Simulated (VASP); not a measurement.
# Cr (I4/mmm) in VASP: notebook

Runs on Cr. Level: PBE. Tasks: single point.

Program: VASP 6.6.1. These are calculated values, not measurements. Logs are shortened: lines on timing, memory, paths and dates and some standing lists are left out, and cuts for length are marked.

## Step 1: The cell of the first run

The structure is tetragonal, space group I4/mmm (No. 139). The conventional cell has a = 2.923 Å, b = 2.923 Å, c = 2.806 Å, α = 90.00°, β = 90.00°, γ = 90.00°. Within 3.3 Å of Cr (site symmetry 4/mmm) lie 14 Cr at 2.50 to 2.92 Å.

## Step 2: Single point, PBE

INCAR

```
SYSTEM = Cr
  PREC = Accurate
  ENCUT = 520
  EDIFF = 1E-6
  ISMEAR = 0
  SIGMA = 0.15
  LREAL = .FALSE.
  LASPH = .TRUE.
  NELM = 100
  ALGO = Fast
  ISIF = 2
  LWAVE = .FALSE.
  LCHARG = .FALSE.
  GGA = PE
  NBANDS = 12
```

KPOINTS

```
Automatic mesh
0
G
  26 26 26
  0 0 0
```

POSCAR

```
Cr
1.0
   -1.4617051946      1.4617051946      1.4032369868
    1.4617051946     -1.4617051946      1.4032369868
    1.4617051946      1.4617051946     -1.4032369868
Cr
1
Direct
    0.0000000000      0.0000000000      0.0000000000
```

Potentials or basis: VASP PAW PBE potentials, release 64 (Cr_pv).

Started as:

```sh
cat potpaw_PBE.64/Cr_pv/POTCAR > POTCAR
mpirun -np 1 vasp_std > vasp.out
```

OUTCAR:

```text
SYSTEM = Cr
   PREC = Accurate
   ENCUT = 520
   EDIFF = 1E-6
   ISMEAR = 0
   LREAL = .FALSE.
   LASPH = .TRUE.
   NELM = 100
   ISIF = 2
   GGA = PE

 ion  position               nearest neighbor table
   1  0.000  0.000  0.000-

  LATTYP: Found a body centered tetragonal cell.
 ALAT       =     2.9234103892
 C/A-ratio  =     0.9600000000

  Lattice vectors:

 A1 = (  -1.4617051946,   1.4617051946,   1.4032369868)
 A2 = (   1.4617051946,  -1.4617051946,   1.4032369868)
 A3 = (   1.4617051946,   1.4617051946,  -1.4032369868)

Analysis of symmetry for initial positions (statically):
=====================================================================
 Subroutine PRICEL returns:
 Original cell was already a primitive cell.

 Routine SETGRP: Setting up the symmetry group for a
 body centered tetragonal supercell.

 Subroutine GETGRP returns: Found 16 space group operations
 (whereof 16 operations were pure point group operations)
 out of a pool of 16 trial point group operations.

The static configuration has the point symmetry D_4h.

Analysis of symmetry for dynamics (positions and initial velocities):
=====================================================================
 Subroutine PRICEL returns:
 Original cell was already a primitive cell.

 Routine SETGRP: Setting up the symmetry group for a
 body centered tetragonal supercell.

 Subroutine GETGRP returns: Found 16 space group operations
 (whereof 16 operations were pure point group operations)
 out of a pool of 16 trial point group operations.

The dynamic configuration has the point symmetry D_4h.

 Subroutine INISYM returns: Found 16 space group operations
 (whereof 16 operations are pure point group operations),
 and found     1 'primitive' translations

----------------------------------------------------------------------------------------

                                     Primitive cell

  volume of cell :      11.9925

  direct lattice vectors                    reciprocal lattice vectors
    -1.461705195  1.461705195  1.403236987     0.000000000  0.342066240  0.356319000
     1.461705195 -1.461705195  1.403236987     0.342066240  0.000000000  0.356319000
     1.461705195  1.461705195 -1.403236987     0.342066240  0.342066240  0.000000000

  length of vectors
     2.498447156  2.498447156  2.498447156     0.493935767  0.493935767  0.483754716

  position of ions in fractional coordinates (direct lattice)
     0.000000000  0.000000000  0.000000000
[... 77 lines left out ...]
   LREAL  =      F    real-space projection
   EDIFFG = 0.1E-04   stopping-criterion for IOM
   NSW    =      0    number of steps for IOM
   IBRION =     -1    ionic relax: 0-MD 1-quasi-New 2-CG
   NFREE  =      0    steps in history (QN), initial steepest desc. (CG)
   ISIF   =      2    stress and relaxation
   ISYM   =      2    0-nonsym 1-usesym 2-fastsym
   POTIM  = 0.5000    time-step for ionic-motion
   TEBEG  =    0.0;   TEEND  =   0.0 temperature during run
   PSTRESS=    0.0 pullay stress
   NELECT =      12.0000    total number of electrons
   NUPDOWN=      -1.0000    fix difference up-down
   EMIN   =  10.00;   EMAX   =-10.00  energy-range for DOS
   EFERMI =   0.00;   METHOD = LEGACY
   ISMEAR =     0;   SIGMA  =   0.15  broadening in eV -4-tet -1-fermi 0-gaus
   EFERMI_NEDOS =   21; number of points for ismear=-14 and -15
   IALGO  =     68    algorithm
   IMIX   =      4    mixing-type and parameters
     AMIX     =   0.40;   BMIX     =  1.00
     AMIX_MAG =   1.60;   BMIX_MAG =  1.00
  volume/ion in A,a.u.               =      11.99        80.93
  Fermi-wavevector in a.u.,A,eV,Ry     =   1.637439  3.094310 36.480015  2.681205
  Thomas-Fermi vector in A             =   2.728578
   LORBIT       =      0    0 simple, 1 ext, 2 COOP (PROOUT), +10 PAW based schemes
   GGA     = PE    functional components
   LHFCALC =     F    Hartree Fock is set to
   AEXX    =    0.0000 exact exchange contribution
   IVDW    =     0    specifies the selected vdW correction
   LEPSILON=     F    determine dielectric tensor
   LRPA    =     F    only Hartree local field effects (RPA)
 non-spin polarized calculation
 RMM-DIIS sequential band-by-band and
 Gauss-broadening in eV      SIGMA  =   0.15
  energy-cutoff  :      520.00
  volume of cell :       11.99
 maximum number of plane-waves:       338
   NGX =  9   NGY =  9   NGZ =  9

 number of electron      11.9999995 magnetization

 Free energy of the ion-electron system (eV)
  ---------------------------------------------------
  ext. energy  EPLUGINS =         0.00000000
  ---------------------------------------------------
  free energy    TOTEN  =        -9.49229640 eV

  energy without entropy =       -9.48350880  energy(sigma->0) =       -9.48790260

 E-fermi :  10.4467     XC(G=0): -13.4570

 val. band max:       10.4460062720   @ k =  -0.2692   0.3077   0.1154
 cond. band min:      10.4477030448   @ k =  -0.3077   0.3846   0.2692
 fundamental gap:      0.0016967727
 Fermi energy:        10.4467046746

 k-point     1 :       0.0000    0.0000    0.0000
  band No.  band energies     occupation
      1     -32.3351      2.00000
      2     -32.3351      2.00000
      3     -32.3137      2.00000
      4       2.7271      2.00000
      5       9.3700      2.00000
      6       9.7023      2.00000
      7       9.7023      2.00000
      8      11.3518      0.00000
      9      11.6971      0.00000
     10      17.5341      0.00000
     11      32.1531      0.00000
     12      32.1623      0.00000
[... 331 lines left out ...]
 k-point    24 :       0.3846    0.0385   -0.0000
  band No.  band energies     occupation
      1     -33.0644      2.00000
      2     -32.5790      2.00000
      3     -32.3453      2.00000
      4       6.2176      2.00000
      5       8.1218      2.00000
      6      10.4656      0.85892
      7      11.5490      0.00000
      8      11.9873      0.00000
      9      12.8359      0.00000
     10      17.5302      0.00000
     11      21.5932      0.00000
     12      27.4972      0.00000

 [... further k-points ...]
[... 5 lines left out ...]
  --------------------------------------------------------------------------------------
  -------------------------------------------------------------------------------------
  Total       -1.0055911     -1.0055911     -0.0275973     -0.0000000      0.0000000      0.0000000
  in kB     -134.3449695   -134.3449695     -3.6869491     -0.0000000      0.0000000      0.0000000
  external PRESSURE =     -90.7922960 kB  Pullay stress =       0.0000000 kB

 VOLUME and BASIS-vectors are now :
 -----------------------------------------------------------------------------
  energy-cutoff  :      520.00
  volume of cell :       11.99
      direct lattice vectors                 reciprocal lattice vectors
    -1.461705195  1.461705195  1.403236987     0.000000000  0.342066240  0.356319000
     1.461705195 -1.461705195  1.403236987     0.342066240  0.000000000  0.356319000
     1.461705195  1.461705195 -1.403236987     0.342066240  0.342066240  0.000000000

 POSITION                                       TOTAL-FORCE (eV/Angst)
 -----------------------------------------------------------------------------------
      0.00000      0.00000      0.00000        -0.000000      0.000000      0.000000
 -----------------------------------------------------------------------------------
    total drift:                                0.000000     -0.000000      0.000000

  FREE ENERGIE OF THE ION-ELECTRON SYSTEM (eV)
  ---------------------------------------------------
  free  energy   TOTEN  =        -9.4922964002 eV

  energy  without entropy=       -9.4835087968  energy(sigma->0) =       -9.48790260
```

stdout:

```text
POSCAR found type information on POSCAR Cr
 POSCAR found :  1 types and       1 ions
 scaLAPACK will be used
 LDA part: xc-table for (Slater+PW92), standard interpolation
 POSCAR, INCAR and KPOINTS ok, starting setup
 FFT: planning ... GRIDC
 FFT: planning ... GRID_SOFT
 FFT: planning ... GRID
 WAVECAR not read
 entering main loop
WARNING in EDDRMM: call to ZHEGV failed, returncode =   6  3     10
WARNING in EDDRMM: call to ZHEGV failed, returncode =   8  4     10
WARNING in EDDRMM: call to ZHEGV failed, returncode =   6  3     10
```

It took 94 s on 1 thread of Intel Xeon Platinum 8488C (Sapphire Rapids), shared host; peak memory 0.29 GiB.

What came out:

* Free energy: -9.4923 eV
* Pressure: -9.1 GPa
* Band gap on the k mesh: zero (band 6 reaches 12.74 eV, above the bottom of band 7 at 9.64 eV)

Stress tensor (GPa, compression positive):
```
-13.43   0.00   0.00
  0.00 -13.43   0.00
  0.00   0.00  -0.37
```

Levels at points of the mesh, in eV from the Fermi level:
| k point | band 3 | band 4 | band 5 | band 6 | band 7 | band 8 | band 9 | band 10 |
| --- | --- | --- | --- | --- | --- | --- | --- | --- |
| (0.00, 0.00, 0.00) | -42.76 | -7.72 | -1.08 | -0.74 | -0.74 | 0.91 | 1.25 | 7.09 |
| (0.50, 0.00, 0.00) | -42.79 | -4.25 | -2.45 | 1.11 | 1.16 | 1.55 | 2.69 | 7.08 |
| (0.50, 0.50, 0.00) | -42.77 | -4.23 | -2.06 | 0.79 | 0.84 | 1.30 | 2.65 | 7.08 |
| (0.50, 0.50, 0.50) | -43.28 | -4.14 | -4.02 | 2.29 | 2.29 | 2.36 | 7.08 | 9.79 |

Caveat: the run has no spin polarisation, though such a crystal can be magnetic.

## Step 3: Single point, PBE

INCAR

```
SYSTEM = Cr
PREC     = Accurate       ! precision mode
ENCUT    = 520            ! plane-wave cutoff, eV
EDIFF    = 1E-7           ! SCF threshold, eV
ISMEAR   = 0              ! smearing method
SIGMA    = 0.15           ! smearing width, eV
LREAL    = .FALSE.        ! projectors in reciprocal space
LASPH    = .TRUE.         ! aspherical terms in the spheres
NELM     = 100            ! most SCF steps
ALGO     = Fast           ! electronic algorithm
ISIF     = 2              ! what is computed and relaxed
LWAVE    = .FALSE.        ! write WAVECAR
LCHARG   = .FALSE.        ! write CHGCAR
GGA      = PE             ! functional
NBANDS   = 12             ! bands
```

KPOINTS

```
regular mesh
0
G
  26 26 26
  0 0 0
```

POSCAR

```
Cr
1.0
   -1.4186886743      1.4186886743      1.4896231080
    1.4186886743     -1.4186886743      1.4896231080
    1.4186886743      1.4186886743     -1.4896231080
Cr
1
Direct
    0.0000000000      0.0000000000      0.0000000000
```

Potentials or basis: VASP PAW PBE potentials, release 64 (Cr_pv).

Started as:

```sh
cat potpaw_PBE.64/Cr_pv/POTCAR > POTCAR
mpirun -np 1 vasp_std > vasp.out
```

Wall time 1.7 min (1 thread of Intel Xeon Platinum 8488C (Sapphire Rapids), shared host); peak memory 0.29 GiB.

Results (log left out):

```
Free energy            : -9.4874 eV
Pressure               : -9.0 GPa
Band gap on the k mesh : zero (band 6 reaches 12.71 eV, above the bottom of band 7 at 9.80 eV)
```

Stress tensor (GPa, compression positive):
```
 -4.08   0.00   0.00
  0.00  -4.08   0.00
  0.00   0.00 -18.73
```

Levels at points of the mesh, in eV from the Fermi level:
```tsv
k point	band 2	band 3	band 4	band 5	band 6	band 7	band 8	band 9	band 10	band 11
(0.00, 0.00, 0.00)	-42.77	-42.77	-7.72	-0.97	-0.97	-0.61	0.88	1.26	7.09	21.33
(0.50, 0.00, 0.00)	-43.01	-42.78	-4.23	-2.17	0.85	0.89	1.44	2.65	7.08	9.33
(0.50, 0.50, 0.00)	-43.06	-42.80	-4.27	-2.62	1.32	1.34	1.54	2.72	7.08	9.80
(0.50, 0.50, 0.50)	-43.30	-43.30	-4.16	-4.01	2.26	2.35	2.35	7.08	9.13	10.87
```

Caveat: the run has no spin polarisation, though such a crystal can be magnetic. Spin polarisation is off, so any magnetic state and its effect on volume and gap are missing.
